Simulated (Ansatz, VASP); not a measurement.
**SiO2: VASP beside Ansatz**

The input INCAR:

```
SYSTEM = SiO2
PREC = Accurate
ENCUT = 520
EDIFF = 1E-7
ISMEAR = -1
SIGMA = 0.03
LREAL = .False.
LASPH = .True.
NELM = 60
ALGO = Normal
ISIF = 2
LWAVE = .False.
LCHARG = .False.
GGA = PS
NBANDS = 25
```

Contents of KPOINTS:

```
Automatic mesh
0
Gamma
  6 6 9
  0 0 0
```

Contents of POSCAR:

```
SiO2
1.0
    4.1801000000      0.0000000000      0.0000000000
    0.0000000000      4.1801000000      0.0000000000
    0.0000000000      0.0000000000      2.7478340000
Si O
2 4
Direct
    0.0000000000      0.0000000000      0.0000000000
    0.5000000000      0.5000000000      0.5000000000
    0.3067000000      0.3067000000      0.0000000000
    0.1933000000      0.8067000000      0.5000000000
    0.6933000000      0.6933000000      0.0000000000
    0.8067000000      0.1933000000      0.5000000000
```

Input for Ansatz:

```yaml
crystal:
  lattice:
    - [4.1801, 0.0, 0.0]
    - [0.0, 4.1801, 0.0]
    - [0.0, 0.0, 2.747834]
  atoms:
    - { symbol: Si, position: [0.0, 0.0, 0.0] }
    - { symbol: Si, position: [0.5, 0.5, 0.5] }
    - { symbol: O, position: [0.3067, 0.3067, 0.0] }
    - { symbol: O, position: [0.1933, 0.8067, 0.5] }
    - { symbol: O, position: [0.6933, 0.6933, 0.0] }
    - { symbol: O, position: [0.8067, 0.1933, 0.5] }
kpoints:
  mp_grid: { grid: [6, 6, 9] }
  band_path:
    path:
      - [0.0, 0.0, 0.0]
      - [0.0, 0.5, 0.0]
      - [0.5, 0.5, 0.0]
      - [0.0, 0.0, 0.0]
      - [0.0, 0.0, 0.5]
      - [0.0, 0.5, 0.5]
      - [0.5, 0.5, 0.5]
      - [0.0, 0.0, 0.5]
      - [0.0, 0.5, 0.0]
    npoints: 5
scf:
  occupations: { method: fermi_dirac, width: 0.03 }
hamiltonian:
  xc: pbesol
  pseudopotentials: { kind: all_electron, lapw: { basis_error: 0.001 } }
output:
  forces: true
  stress: true
  eigenvalues: true
```

Change from the starting cell: zz strain of +3 %.

Alike in both runs: task single point; functional PBEsol; k mesh 6 × 6 × 9; occupations fermi-dirac, width 0.03 eV; no spin polarisation.

```csv
,VASP,Ansatz
version,VASP 6.6.1,Ansatz 0.2.0
potentials or method,"VASP PAW PBE potentials, release 64 (Si, O), cutoff 520 eV","all-electron LAPW, scalar-relativistic"
```

Ansatz gave:

- gap on the k mesh at the Fermi level (eV): 4.95
- pressure (GPa): -6.5
- traceless stress, the component that is largest in VASP (GPa): -9.26
- rms of the force components (eV/Å): 0.086

Estimate VASP's values.

gap on the k mesh at the Fermi level (eV): 4.94; pressure (GPa): -5.9; traceless stress, the component that is largest in VASP (GPa): -8.81; rms of the force components (eV/Å): 0.099.

VASP's potentials were made for PBE, not for PBEsol. Atom by atom the forces differ by 0.012 eV/Å (rms over components). Ansatz ran all-electron here, and VASP with PAW potentials.
